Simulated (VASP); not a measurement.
GaP:

```xyz
2
Lattice="0.0000 2.7254 2.7254 2.7254 0.0000 2.7254 2.7254 2.7254 0.0000" Properties=species:S:1:pos:R:3 pbc="T T T"
Ga    0.0000    0.0000    0.0000
P     1.3627    1.3627    1.3627
```

Base run:

```yaml
Program: VASP 6.6.1
Functional: PBEsol
Dispersion: D3(BJ)
Potentials_or_basis: VASP PAW PBE potentials, release 64 (Ga_d, P)
Cutoff: 500 eV
k_mesh: 6 × 6 × 6
Occupations: gaussian, width 0.01 eV
Spin: no spin polarisation
```

Its results: band gap on the k mesh 1.51 eV, indirect (least direct gap 1.75 eV); pressure -2.8 GPa.

**Question.** The run is repeated on the same cell with these changes: dispersion from D3(BJ) to none; cutoff from 500 eV to 520 eV. What comes out?

**Answer.** Band gap on the k mesh 1.51 eV, indirect (least direct gap 1.75 eV); pressure -0.6 GPa.

Caveats: the PAW data sets were made with another functional, which shifts forces and pressure a little.

A k mesh can miss the band edges.
